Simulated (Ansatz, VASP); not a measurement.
**One calculation of SrO, two programs**

POSCAR

```
SrO
1.0
    0.0000000000      2.6982900000      2.6982900000
    2.6982900000      0.0000000000      2.6982900000
    2.6982900000      2.6982900000      0.0000000000
Sr O
1 1
Direct
    0.0000000000      0.0000000000      0.0000000000
    0.5000000000      0.5000000000      0.5000000000
```

File INCAR.step1:

```
SYSTEM = SrO
ALGO     = Normal         ! electronic algorithm
EDIFF    = 1E-4           ! SCF threshold, eV
ENCUT    = 520            ! plane-wave cutoff, eV
GGA      = PE             ! functional
ISMEAR   = 0              ! smearing method
LASPH    = .True.         ! aspherical terms in the spheres
LCHARG   = .False.        ! write CHGCAR
LREAL    = .False.        ! projectors in reciprocal space
LWAVE    = .True.         ! write WAVECAR
NBANDS   = 15             ! bands
NELM     = 80             ! most SCF steps
PREC     = Accurate       ! precision mode
SIGMA    = 0.05           ! smearing width, eV
```

The input INCAR.step2:

```
SYSTEM = SrO
ALGO     = Normal         ! electronic algorithm
EDIFF    = 1E-7           ! SCF threshold, eV
ENCUT    = 520            ! plane-wave cutoff, eV
ISIF     = 2              ! what is computed and relaxed
ISMEAR   = 0              ! smearing method
ISTART   = 1            
LASPH    = .True.         ! aspherical terms in the spheres
LCHARG   = .True.         ! write CHGCAR
LELF     = .True.         ! ELF
LMIXTAU  = .True.       
LREAL    = .False.        ! projectors in reciprocal space
LVHAR    = .True.       
LWAVE    = .False.        ! write WAVECAR
METAGGA  = R2SCAN         ! meta-GGA
NBANDS   = 15             ! bands
NELM     = 80             ! most SCF steps
PREC     = Accurate       ! precision mode
SIGMA    = 0.05           ! smearing width, eV
```

The input KPOINTS:

```
k-points
0
Gamma
  8 8 8
  0 0 0
```

Input for Ansatz:

```yaml
crystal:
  lattice:
    - [0.0, 2.69829, 2.69829]
    - [2.69829, 0.0, 2.69829]
    - [2.69829, 2.69829, 0.0]
  atoms:
    - { symbol: Sr, position: [0.0, 0.0, 0.0] }
    - { symbol: O, position: [0.5, 0.5, 0.5] }
basis:
  ecutwfc: 500
kpoints:
  mp_grid: { grid: [8, 8, 8] }
hamiltonian:
  xc: r2scan
scf:
  occupations: { method: gaussian, width: 0.05 }
output:
  forces: true
  stress: true
  eigenvalues: true
```

Change from the starting cell: strain +0.050 along x and y, +0.050 along z, atoms carried along.

Alike in both runs: task single point; functional r2SCAN; k mesh 8 × 8 × 8; occupations gaussian, width 0.05 eV; no spin polarisation.

|  | VASP | Ansatz |
| --- | --- | --- |
| version | VASP 6.6.1 | Ansatz 0.2.0 |
| potentials or method | VASP PAW PBE potentials, release 64 (Sr_sv, O), cutoff 520 eV | scalar-relativistic, plane waves, PAW |
| valence electrons in the cell | 16 | 16 |

Ansatz gave:

| Item | Value |
| --- | --- |
| gap on the k mesh at the Fermi level (eV) | 3.66 |
| least direct gap on the mesh (eV) | 3.66 |
| pressure (GPa) | -9.3 |

Problem. What did VASP give for the same quantities?

Solution. gap on the k mesh at the Fermi level (eV): 3.66; least direct gap on the mesh (eV): 3.66; pressure (GPa): -9.0.

VASP's potentials were made for PBE, not for r2SCAN.
